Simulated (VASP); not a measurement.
Write the native input for VASP 6.6.1 that does the following.

- Task: relaxation of cell and atoms
- Functional: PBE
- Potentials or basis: VASP PAW PBE potentials, release 64 (Ga_d, N)
- Cutoff: 600 eV
- k mesh: 6 × 6 × 2
- Occupations: gaussian, width 0.1 eV
- Spin: no spin polarisation
- Dipole correction: no
- Further INCAR settings: ALGO = Normal; EDIFF = 1e-06; IBRION = 2; EDIFFG = -0.025; NSW = 80; ISIF = 3

The structure of GaN lies in POSCAR:

```
GaN
1.0
    3.1538753102     -0.0008346147     -0.0062437477
   -1.5776604527      2.8505884430     -0.0086571984
   -0.0203431530     -0.0443152674     10.5354131516
Ga N
4 4
Direct
    0.3457135200      0.6691709453      0.4996889068
    0.3356355570      0.6794818950      1.0037967001
    0.6680627825      0.3272143140      0.2493607961
    0.6437815612      0.3266070706      0.7491990390
    0.3036715878      0.6638165053      0.1862398777
    0.3664622378      0.6904691795      0.6816149809
    0.6806363579      0.3351348220      0.4402757219
    0.6560363958      0.3081052683      0.9398239776
```

One way to write it, as run:

INCAR

```
PREC = Accurate
ENCUT = 600
EDIFF = 1E-6
ISMEAR = 0
SIGMA = 0.1
LREAL = False
LASPH = True
NELM = 100
ALGO = Normal
ISIF = 3
LWAVE = False
LCHARG = False
GGA = PE
IBRION = 2
NSW = 80
EDIFFG = -0.025
```

KPOINTS

```
regular mesh
0
Gamma
  6 6 2
```

Potentials or basis: VASP PAW PBE potentials, release 64 (Ga_d, N).

Command:

```bash
$ cat potpaw_PBE.64/Ga_d/POTCAR potpaw_PBE.64/N/POTCAR > POTCAR
$ mpirun -np 1 vasp_std > vasp.out
```

Results of the run:

The relaxed volume is 11.75 Å³/atom and the relaxed cell is a = 3.218 Å, b = 3.219 Å, c = 10.484 Å, α = 90.00°, β = 90.00°, γ = 120.00°. The space group after relaxing (to 0.1 Å) is P6_3mc (No. 186), the energy gained by relaxing is 41.6 meV/atom and the ionic steps are 16. The pressure after relaxing is 0.0 GPa and the largest force after relaxing is 0.021 eV/Å. The band gap on the k mesh is 1.72 eV.

Run time: 23 min on 1 thread of AMD EPYC 9R45 96-Core Processor (Zen 5), with other jobs on the host, peak memory 0.31 GiB.
